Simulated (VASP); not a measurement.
# CdS (Hawleyite) (F-43m) in VASP: a series of runs

Runs on CdS (Hawleyite). Level: LDA. Tasks: relaxation of cell and atoms.

Program: VASP 6.6.1. These are calculated values, not measurements. Logs are shortened: lines on timing, memory, paths and dates and some standing lists are left out, and cuts for length are marked.

## 1. The cell of the first run

Symmetry: F-43m, No. 216, cubic system. Conventional cell: a = 5.757 Å, b = 5.757 Å, c = 5.757 Å, α = 90.00°, β = 90.00°, γ = 90.00°. Cd (site symmetry -43m) has 4 S at 2.49 Å within 3.3 Å. S (site symmetry -43m) has 4 Cd at 2.49 Å within 3.3 Å.

## 2. Relaxation of cell and atoms, LDA, target pressure -2 GPa, at which the enthalpy is minimised

INCAR reads:

```
PREC = Accurate ; ENCUT = 600
EDIFF = 1E-6 ; ISMEAR = 0
SIGMA = 0.01 ; LREAL = F
LASPH = T ; NELM = 100
ALGO = Normal ; ISIF = 3
LWAVE = F ; LCHARG = F
IBRION = 2 ; NSW = 100
EDIFFG = -0.002 ; PSTRESS = -20.0
```

KPOINTS reads:

```
regular mesh
0
Gamma
  8 8 8
```

POSCAR reads:

```
CdS
1.0
    2.8782623155      2.8782623155      0.0000000000
   -2.8782623155      2.8782623155      0.0000000000
    0.0000000000      2.8782623155      2.8782623155
Cd S
1 1
Direct
    0.0000000000      0.0000000000      0.0000000000
    0.7500000000      0.2500000000      0.5000000000
```

Potentials or basis: VASP PAW LDA potentials, release 64 (Cd, S).

Command:

```console
> cat potpaw_LDA.64/Cd/POTCAR potpaw_LDA.64/S/POTCAR > POTCAR
> mpirun -np 1 vasp_std > vasp.out
```

OUTCAR:

```text
PREC = Accurate
   ENCUT = 600
   EDIFF = 1E-6
   ISMEAR = 0
   LREAL = F
   LASPH = T
   NELM = 100
   ISIF = 3
   IBRION = 2
   NSW = 100
   EDIFFG = -0.002
   PSTRESS = -20.0

 ion  position               nearest neighbor table
   1  0.000  0.000  0.000-   2 2.49   2 2.49   2 2.49   2 2.49
   2  0.750  0.250  0.500-   1 2.49   1 2.49   1 2.49   1 2.49

  LATTYP: Found a face centered cubic cell.
 ALAT       =     5.7565246310

  Lattice vectors:

 A1 = (   0.0000000000,   2.8782623155,   2.8782623155)
 A2 = (   2.8782623155,   0.0000000000,   2.8782623155)
 A3 = (   2.8782623155,   2.8782623155,   0.0000000000)

Analysis of symmetry for initial positions (statically):
=====================================================================
 Subroutine PRICEL returns:
 Original cell was already a primitive cell.

 Routine SETGRP: Setting up the symmetry group for a
 face centered cubic supercell.

 Subroutine GETGRP returns: Found 24 space group operations
 (whereof 24 operations were pure point group operations)
 out of a pool of 48 trial point group operations.

The static configuration has the point symmetry T_d .

Analysis of symmetry for dynamics (positions and initial velocities):
=====================================================================
 Subroutine PRICEL returns:
 Original cell was already a primitive cell.

 Routine SETGRP: Setting up the symmetry group for a
 face centered cubic supercell.

 Subroutine GETGRP returns: Found 24 space group operations
 (whereof 24 operations were pure point group operations)
 out of a pool of 48 trial point group operations.

The dynamic configuration has the point symmetry T_d .

 Subroutine INISYM returns: Found 24 space group operations
 (whereof 24 operations are pure point group operations),
 and found     1 'primitive' translations

----------------------------------------------------------------------------------------

                                     Primitive cell

  volume of cell :      47.6893

  direct lattice vectors                    reciprocal lattice vectors
     2.878262315  2.878262315  0.000000000     0.173715925  0.173715925 -0.173715925
    -2.878262315  2.878262315  0.000000000    -0.173715925  0.173715925 -0.173715925
     0.000000000  2.878262315  2.878262315     0.000000000  0.000000000  0.347431850

  length of vectors
     4.070477603  4.070477603  4.070477603     0.300884808  0.300884808  0.347431850

  position of ions in fractional coordinates (direct lattice)
     0.000000000  0.000000000  0.000000000
     0.750000000  0.250000000  0.500000000

  ion indices of the primitive-cell ions
   primitive index   ion index
                 1           1
                 2           2

----------------------------------------------------------------------------------------

 KPOINTS: regular mesh

Automatic generation of k-mesh.
 Grid dimensions read from file:
 generate k-points for:    8    8    8

 Generating k-lattice:

  Cartesian coordinates                     Fractional coordinates (reciprocal lattice)
     0.021714491  0.021714491 -0.021714491     0.125000000  0.000000000  0.000000000
    -0.021714491  0.021714491 -0.021714491     0.000000000  0.125000000  0.000000000
     0.000000000  0.000000000  0.043428981     0.000000000  0.000000000  0.125000000

  Length of vectors
     0.037610601  0.037610601  0.043428981

  Shift w.r.t. Gamma in fractional coordinates (k-lattice)
     0.000000000  0.000000000  0.000000000

 Subroutine IBZKPT returns following result:
 ===========================================

 Found     29 irreducible k-points:

 Following reciprocal coordinates:
            Coordinates               Weight
  0.000000  0.000000  0.000000      1.000000
  0.125000  0.000000  0.000000      8.000000
  0.250000  0.000000  0.000000      8.000000
  0.375000  0.000000  0.000000      8.000000
  0.500000  0.000000  0.000000      4.000000
  0.125000  0.125000  0.000000     12.000000
[... 16 lines left out ...]
  0.375000  0.250000  0.125000     48.000000
  0.500000  0.250000  0.125000     24.000000
 [... further k-points ...]
   k-points           NKPTS =     29   k-points in BZ     NKDIM =     29   number of bands    NBANDS=     13
   number of dos      NEDOS =    301   number of ions     NIONS =      2
   total plane-waves  NPLWV =  46656
   dimension x,y,z NGX =    36 NGY =   36 NGZ =   36
   dimension x,y,z NGXF=    72 NGYF=   72 NGZF=   72
   ions per type =               1   1
   NGX,Y,Z   is equivalent  to a cutoff of  14.70, 14.70, 14.70 a.u.
   NGXF,Y,Z  is equivalent  to a cutoff of  29.41, 29.41, 29.41 a.u.
 SYSTEM =  unknown system
   PREC   = accura    normal or accurate (medium, high low for compatibility)
   ISTART =      0    job   : 0-new  1-cont  2-samecut
   ICHARG =      2    charge: 1-file 2-atom 10-const
   ISPIN  =      1    spin polarized calculation?
   LNONCOLLINEAR =      F non collinear calculations
   LSORBIT =      F    spin-orbit coupling
   LASPH  =      T    aspherical Exc in radial PAW
   ENCUT  =  600.0 eV  44.10 Ry    6.64 a.u.   8.13  8.13  8.13*2*pi/ulx,y,z
   NELM   =    100;   NELMIN=  2; NELMDL= -5     # of ELM steps
   EDIFF  = 0.1E-05   stopping-criterion for ELM
   LREAL  =      F    real-space projection
   EDIFFG = -.2E-02   stopping-criterion for IOM
   NSW    =    100    number of steps for IOM
   IBRION =      2    ionic relax: 0-MD 1-quasi-New 2-CG
   NFREE  =      1    steps in history (QN), initial steepest desc. (CG)
   ISIF   =      3    stress and relaxation
   ISYM   =      2    0-nonsym 1-usesym 2-fastsym
   POTIM  = 0.5000    time-step for ionic-motion
   TEBEG  =    0.0;   TEEND  =   0.0 temperature during run
   PSTRESS=  -20.0 pullay stress
   NELECT =      18.0000    total number of electrons
   NUPDOWN=      -1.0000    fix difference up-down
   EMIN   =  10.00;   EMAX   =-10.00  energy-range for DOS
   EFERMI =   0.00;   METHOD = LEGACY
   ISMEAR =     0;   SIGMA  =   0.01  broadening in eV -4-tet -1-fermi 0-gaus
   EFERMI_NEDOS =   21; number of points for ismear=-14 and -15
   IALGO  =     38    algorithm
   IMIX   =      4    mixing-type and parameters
     AMIX     =   0.40;   BMIX     =  1.00
     AMIX_MAG =   1.60;   BMIX_MAG =  1.00
  volume/ion in A,a.u.               =      23.84       160.91
  Fermi-wavevector in a.u.,A,eV,Ry     =   1.183110  2.235755 19.044760  1.399750
  Thomas-Fermi vector in A             =   2.319351
   LORBIT       =      0    0 simple, 1 ext, 2 COOP (PROOUT), +10 PAW based schemes
   GGA     = CA    functional components
   LHFCALC =     F    Hartree Fock is set to
   AEXX    =    0.0000 exact exchange contribution
   IVDW    =     0    specifies the selected vdW correction
   LEPSILON=     F    determine dielectric tensor
   LRPA    =     F    only Hartree local field effects (RPA)
 conjugate gradient relaxation of ions
 non-spin polarized calculation
 Gauss-broadening in eV      SIGMA  =   0.01
  energy-cutoff  :      600.00
  volume of cell :       47.69
 maximum number of plane-waves:      1639
 NGX is ok and might be reduce to    36
   NGX = 17   NGY = 17   NGZ = 17

--------------------------------------- Ionic step        1  -------------------------------------------

 number of electron      18.0000001 magnetization

 Free energy of the ion-electron system (eV)
  ---------------------------------------------------
  ext. energy  EPLUGINS =         0.00000000
  ---------------------------------------------------
  free energy    TOTEN  =        -7.40660921 eV

  energy without entropy =       -7.40660921  energy(sigma->0) =       -7.40660921

------------------------ aborting loop because EDIFF is reached ----------------------------------------

  FORCE on cell =-STRESS in cart. coord.  units (eV):
  Direction    XX          YY          ZZ          XY          YZ          ZX
  --------------------------------------------------------------------------------------
  -------------------------------------------------------------------------------------
  Total        0.1563834      0.1563834      0.1563834     -0.0000000      0.0000000     -0.0000000
  in kB        5.2538797      5.2538797      5.2538797     -0.0000000      0.0000000     -0.0000000
  external PRESSURE =      25.2538797 kB  Pullay stress =     -20.0000000 kB
[... 251 lines left out ...]
  enthalpy is  TOTEN    =        -8.0163603241 eV   P V=       -0.6190740036

--------------------------------------- Ionic step        8  -------------------------------------------

 number of electron      17.9999999 magnetization

 Free energy of the ion-electron system (eV)
  ---------------------------------------------------
  ext. energy  EPLUGINS =         0.00000000
  ---------------------------------------------------
  free energy    TOTEN  =        -7.39717390 eV

  energy without entropy =       -7.39717390  energy(sigma->0) =       -7.39717390

 E-fermi :   1.2420     XC(G=0):  -9.5873

 val. band max:        1.1290401390   @ k =   0.0000   0.0000   0.0000
 cond. band min:       2.0219574688   @ k =   0.0000   0.0000   0.0000
 fundamental gap:      0.8929173297
 Fermi energy:         1.2420080967

 k-point     1 :       0.0000    0.0000    0.0000
  band No.  band energies     occupation
      1     -11.2284      2.00000
      2      -6.6500      2.00000
      3      -6.6500      2.00000
      4      -6.6500      2.00000
      5      -6.1650      2.00000
      6      -6.1650      2.00000
      7       1.1290      2.00000
      8       1.1290      2.00000
      9       1.1290      2.00000
     10       2.0220      0.00000
     11       7.4903      0.00000
     12       7.4903      0.00000
     13       7.4903      0.00000
[... 353 lines left out ...]
 k-point    24 :       0.5000    0.2500    0.1250
  band No.  band energies     occupation
      1     -10.7179      2.00000
      2      -6.4866      2.00000
      3      -6.4461      2.00000
      4      -6.1938      2.00000
      5      -6.1384      2.00000
      6      -5.6616      2.00000
      7      -3.0947      2.00000
      8      -0.8684      2.00000
      9      -0.1239      2.00000
     10       5.3272      0.00000
     11       6.7448      0.00000
     12       8.1599      0.00000
     13       9.3103      0.00000

 [... further k-points ...]
[... 5 lines left out ...]
  --------------------------------------------------------------------------------------
  -------------------------------------------------------------------------------------
  Total       -0.6210489     -0.6210489     -0.6210489     -0.0000000     -0.0000000      0.0000000
  in kB      -20.0601586    -20.0601586    -20.0601586     -0.0000000     -0.0000000      0.0000000
  external PRESSURE =      -0.0601586 kB  Pullay stress =     -20.0000000 kB
[... 17 lines left out ...]
  FREE ENERGIE OF THE ION-ELECTRON SYSTEM (eV)
  ---------------------------------------------------
  free  energy   TOTEN  =        -7.3971739048 eV

  energy  without entropy=       -7.3971739048  energy(sigma->0) =       -7.39717390

  enthalpy is  TOTEN    =        -8.0163602902 eV   P V=       -0.6191863854

 reached required accuracy - stopping structural energy minimisation
```

Wall time 35 s (1 thread of Intel Xeon 6975P-C (Granite Rapids), shared host); peak memory 0.19 GiB.

Results:

```
Free energy                                            : -7.3972 eV
Relaxed volume                                         : 24.80 Å³/atom
Relaxed cell                                           : a = 4.124 Å, b = 4.124 Å, c = 4.124 Å, α = 60.00°, β = 60.00°, γ = 90.00°
Space group after relaxing (to 0.05 Å)                 : F-43m (No. 216)
Energy change on relaxing (the enthalpy is what falls) : +4.7 meV/atom
Ionic steps                                            : 8
Pressure after relaxing                                : -2.0 GPa
Band gap on the k mesh                                 : 0.89 eV, direct
```

The path:
```tsv
step	energy change (eV)	largest force (eV/Å)	pressure (GPa)	volume (Å³)
1	0.0000	0.0000	0.53	47.69
2	0.0204	0.0000	-2.83	50.33
3	0.0093	0.0000	-1.98	49.59
4	0.0098	0.0000	-2.02	49.63
5	0.0096	0.0000	-2.03	49.62
6	0.0090	0.0000	-1.95	49.56
7	0.0093	0.0000	-1.98	49.59
8	0.0094	0.0000	-2.01	49.60
```

Final structure:
```yaml
crystal:
  lattice:
    - [2.91624, 2.91624, 0.00000]
    - [-2.91624, 2.91624, 0.00000]
    - [0.00000, 2.91624, 2.91624]
  atoms:
    - { symbol: Cd, position: [0.00000, 0.00000, 0.00000] }
    - { symbol: S, position: [0.75000, 0.25000, 0.50000] }
```

Levels at points of the mesh, in eV from the valence-band top:
| k point | band 6 | band 7 | band 8 | band 9 | band 10 | band 11 | band 12 | band 13 |
| --- | --- | --- | --- | --- | --- | --- | --- | --- |
| (0.00, 0.00, 0.00) | -7.29 | 0.00 | 0.00 | 0.00 | 0.89 | 6.36 | 6.36 | 6.36 |
| (0.50, 0.00, 0.00) | -6.91 | -4.52 | -0.77 | -0.77 | 2.79 | 6.84 | 6.84 | 7.23 |
| (0.50, 0.50, 0.00) | -6.84 | -4.06 | -1.92 | -1.92 | 3.31 | 4.17 | 8.96 | 10.55 |

Caveat: the cell is relaxed towards a set pressure, so the enthalpy falls and the energy may rise.

## 3. Relaxation of cell and atoms, LDA, target pressure 2 GPa, at which the enthalpy is minimised

INCAR reads:

```
SYSTEM = CdS
  PREC = Accurate
  ENCUT = 600
  EDIFF = 1E-6
  ISMEAR = 0
  SIGMA = 0.01
  LREAL = .False.
  LASPH = .True.
  NELM = 60
  ALGO = Normal
  ISIF = 3
  LWAVE = .False.
  LCHARG = .False.
  IBRION = 2
  NSW = 100
  EDIFFG = -0.002
  PSTRESS = 20.0
```

KPOINTS reads:

```
Automatic mesh
0
Gamma
  8 8 8
  0 0 0
```

POSCAR is that of step 2.

Potentials or basis: VASP PAW LDA potentials, release 64 (Cd, S).

Command:

```console
> cat potpaw_LDA.64/Cd/POTCAR potpaw_LDA.64/S/POTCAR > POTCAR
> mpirun -np 1 vasp_std > vasp.out
```

OUTCAR:

```text
SYSTEM = CdS
   PREC = Accurate
   ENCUT = 600
   EDIFF = 1E-6
   ISMEAR = 0
   LREAL = .False.
   LASPH = .True.
   NELM = 60
   ISIF = 3
   IBRION = 2
   NSW = 100
   EDIFFG = -0.002
   PSTRESS = 20.0

 ion  position               nearest neighbor table
   1  0.000  0.000  0.000-   2 2.49   2 2.49   2 2.49   2 2.49
   2  0.750  0.250  0.500-   1 2.49   1 2.49   1 2.49   1 2.49

  LATTYP: Found a face centered cubic cell.
 ALAT       =     5.7565246310

  Lattice vectors:

 A1 = (   0.0000000000,   2.8782623155,   2.8782623155)
 A2 = (   2.8782623155,   0.0000000000,   2.8782623155)
 A3 = (   2.8782623155,   2.8782623155,   0.0000000000)

Analysis of symmetry for initial positions (statically):
=====================================================================
 Subroutine PRICEL returns:
 Original cell was already a primitive cell.

[... 260 lines left out ...]
 cond. band min:       2.6915998279   @ k =   0.0000   0.0000   0.0000
 fundamental gap:      1.0201870241
 Fermi energy:         1.7265952556

 k-point     1 :       0.0000    0.0000    0.0000
  band No.  band energies     occupation
      1     -11.0754      2.00000
      2      -6.3561      2.00000
      3      -6.3561      2.00000
      4      -6.3561      2.00000
      5      -5.7855      2.00000
      6      -5.7855      2.00000
      7       1.6714      2.00000
      8       1.6714      2.00000
      9       1.6714      2.00000
     10       2.6916      0.00000
     11       8.0113      0.00000
     12       8.0113      0.00000
     13       8.0113      0.00000
[... 354 lines left out ...]
  band No.  band energies     occupation
      1     -10.4963      2.00000
      2      -6.1687      2.00000
      3      -6.1192      2.00000
      4      -5.8230      2.00000
      5      -5.7549      2.00000
      6      -5.2063      2.00000
      7      -2.8952      2.00000
      8      -0.5205      2.00000
      9       0.2740      2.00000
     10       6.0300      0.00000
     11       7.2512      0.00000
     12       8.8272      0.00000
     13       9.9702      0.00000

 [... further k-points ...]
[... 5 lines left out ...]
  --------------------------------------------------------------------------------------
  -------------------------------------------------------------------------------------
  Total        0.5836121      0.5836121      0.5836121     -0.0000000      0.0000000     -0.0000000
  in kB       20.0055624     20.0055624     20.0055624     -0.0000000      0.0000000     -0.0000000
  external PRESSURE =       0.0055624 kB  Pullay stress =      20.0000000 kB
[... 21 lines left out ...]
  energy  without entropy=       -7.3992202561  energy(sigma->0) =       -7.39922026

  enthalpy is  TOTEN    =        -6.8157704662 eV   P V=        0.5834497898

 reached required accuracy - stopping structural energy minimisation
```

OSZICAR:

```text
N       E                     dE             d eps       ncg     rms          rms(c)
DAV:   1     0.123045730887E+03    0.12305E+03   -0.98925E+03   762   0.142E+03
DAV:   2    -0.208615026951E+01   -0.12513E+03   -0.11913E+03   829   0.317E+02
DAV:   3    -0.787741186307E+01   -0.57913E+01   -0.57687E+01   919   0.703E+01
[... 22 lines left out ...]
DAV:   2    -0.740155752847E+01    0.21781E-01   -0.55486E-02   839   0.411E+00    0.459E-01
DAV:   3    -0.739948635709E+01    0.20712E-02   -0.58267E-03   829   0.970E-01    0.382E-01
DAV:   4    -0.739924406079E+01    0.24230E-03   -0.35831E-04   764   0.223E-01    0.702E-02
DAV:   5    -0.739922017079E+01    0.23890E-04   -0.78652E-05   949   0.159E-01    0.191E-02
DAV:   6    -0.739922025606E+01   -0.85272E-07   -0.97634E-06   774   0.424E-02
   3 F= -.68157705E+01 E0= -.68157705E+01  d E =-.446762E-02
```

CONTCAR:

```text
CdS
   1.00000000000000
     2.8590254826478882    2.8590254826478882   -0.0000000000000000
    -2.8590254826478882    2.8590254826478882   -0.0000000000000000
    -0.0000000000000000    2.8590254826478882    2.8590254826478882
  Cd              S
     1     1
Direct
     0.0000000000000000    0.0000000000000000    0.0000000000000000
     0.7500000000000000    0.2500000000000000    0.5000000000000000

  0.00000000E+00  0.00000000E+00  0.00000000E+00
  0.00000000E+00  0.00000000E+00  0.00000000E+00
```

Run time: 24 s. Hardware: 1 thread of Intel Xeon 6975P-C (Granite Rapids), shared host; peak memory 0.18 GiB.

What came out:

```
Free energy                                            : -7.3992 eV
Relaxed volume                                         : 23.37 Å³/atom
Relaxed cell                                           : a = 4.043 Å, b = 4.043 Å, c = 4.043 Å, α = 60.00°, β = 60.00°, γ = 90.00°
Space group after relaxing (to 0.05 Å)                 : F-43m (No. 216)
Energy change on relaxing (the enthalpy is what falls) : +3.7 meV/atom
Ionic steps                                            : 3
Pressure after relaxing                                : 2.0 GPa
Band gap on the k mesh                                 : 1.02 eV, direct
```

Step by step:
```
step  energy change (eV)  largest force (eV/Å)  pressure (GPa)  volume (Å³)
   1              0.0000                0.0000            0.53        47.69
   2              0.0158                0.0000            2.94        46.19
   3              0.0074                0.0000            2.00        46.74
```

Final structure:
```xyz
2
Lattice="2.8590 2.8590 0.0000 -2.8590 2.8590 0.0000 0.0000 2.8590 2.8590" Properties=species:S:1:pos:R:3 pbc="T T T"
Cd    0.0000    0.0000    0.0000
S     1.4295    4.2885    1.4295
```

Levels at points of the mesh, in eV from the valence-band top:
```
           k point  band 7  band 8  band 9  band 10  band 11  band 12
(0.00, 0.00, 0.00)    0.00    0.00    0.00     1.02     6.34     6.34
(0.50, 0.00, 0.00)   -4.90   -0.86   -0.86     2.87     6.84     6.84
(0.50, 0.50, 0.00)   -4.33   -2.14   -2.14     3.21     4.22     9.22
```

Caveat: the cell is relaxed towards a set pressure, so the enthalpy falls and the energy may rise.
